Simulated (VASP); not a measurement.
Wanted: the native input for a VASP 6.6.1 run.

- Task: single point
- Functional: PBE
- Potentials or basis: VASP PAW PBE potentials, release 64 (B, N)
- Cutoff: 520 eV
- k mesh: 12 × 12 × 12
- Occupations: fermi-dirac, width 0.02 eV
- Spin: no spin polarisation
- Dipole correction: no
- Further INCAR settings: ALGO = Normal; EDIFF = 1e-06; NBANDS = 11

The structure of BN lies in POSCAR:

```
BN
1.0
    0.0000000000      1.7072431818      1.7072431818
    1.7072431818      0.0000000000      1.7072431818
    1.7072431818      1.7072431818      0.0000000000
B N
1 1
Direct
    0.0000000000      0.0000000000      0.0000000000
    0.5000000000      0.5000000000      0.5000000000
```

This cell differs from its parent crystal: strain -2.2%.

One way to write it, as run:

INCAR

```
SYSTEM = BN
ALGO     = Normal         ! electronic algorithm
EDIFF    = 1E-6           ! SCF threshold, eV
ENCUT    = 520            ! plane-wave cutoff, eV
GGA      = PE             ! functional
ISIF     = 2              ! what is computed and relaxed
ISMEAR   = -1             ! smearing method
LASPH    = .True.         ! aspherical terms in the spheres
LCHARG   = .False.        ! write CHGCAR
LREAL    = .False.        ! projectors in reciprocal space
LWAVE    = .False.        ! write WAVECAR
NBANDS   = 11             ! bands
NELM     = 60             ! most SCF steps
PREC     = Accurate       ! precision mode
SIGMA    = 0.02           ! smearing width, eV
```

KPOINTS

```
k-points
0
Gamma
  12 12 12
  0 0 0
```

Potentials or basis: VASP PAW PBE potentials, release 64 (B, N).

Run with:

```sh
$ cat potpaw_PBE.64/B/POTCAR potpaw_PBE.64/N/POTCAR > POTCAR
$ mpirun -np 1 vasp_std > vasp.out
```

Results of the run:

The pressure is 34.1 GPa and the band gap on the k mesh is 1.71 eV, indirect (least direct gap 6.09 eV).

Caveat: the cell differs from its parent crystal (strain -2.2%).

It took 7.2 s on 1 thread of Intel(R) Xeon(R) Platinum 8488C (Sapphire Rapids) (shared host), peak memory 0.11 GiB.
